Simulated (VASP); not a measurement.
Set up this calculation in VASP 6.6.1, as the native input.

```
Task                   : single point
Functional             : PBE
Potentials or basis    : VASP PAW PBE potentials, release 64 (Ca_sv, Li_sv, I)
Cutoff                 : 750 eV
k mesh                 : 3 × 3 × 3
Occupations            : methfessel-paxton, width 0.02 eV
Spin                   : no spin polarisation
Dipole correction      : no
Further INCAR settings : ALGO = Normal; EDIFF = 1e-06; NBANDS = 25
```

The structure of LiCaI3 lies in POSCAR:

```
LiCaI3
1.0
    5.5463954858      0.0000000000      0.0000000000
    0.0000000000      5.5463954858      0.0000000000
    0.0000000000      0.0000000000      5.5463954858
Ca Li I
1 1 3
Direct
    0.0000000000      0.0000000000      0.0000000000
    0.5000000000      0.5000000000      0.5000000000
    0.5000000000      0.5000000000      0.0000000000
    0.0000000000      0.5000000000      0.5000000000
    0.5000000000      0.0000000000      0.5000000000
```

The input as run:

INCAR

```
SYSTEM = LiCaI3
  ALGO = Normal
  EDIFF = 1E-6
  ENCUT = 750
  GGA = PE
  GGA_COMPAT = .FALSE.
  ISIF = 2
  ISMEAR = 1
  LASPH = .TRUE.
  LCHARG = .FALSE.
  LREAL = .FALSE.
  LWAVE = .FALSE.
  NBANDS = 25
  NELM = 120
  PREC = Accurate
  SIGMA = 0.02
```

KPOINTS

```
k-points
0
G
  3 3 3
  0 0 0
```

Potentials or basis: VASP PAW PBE potentials, release 64 (Ca_sv, Li_sv, I).

Command:

```sh
$ cat potpaw_PBE.64/Ca_sv/POTCAR potpaw_PBE.64/Li_sv/POTCAR potpaw_PBE.64/I/POTCAR > POTCAR
$ mpirun -np 1 vasp_std > vasp.out
```

It gave:

| Property | Result |
| --- | --- |
| Pressure | 0.0 GPa |
| Band gap on the k mesh | 1.38 eV, indirect (least direct gap 1.51 eV) |

Caveat: spin-orbit coupling is left out, which moves the levels of the heavy elements.

It took 77 s on 1 thread of Intel Xeon 8259CL, with other jobs on the host, peak memory 0.36 GiB.
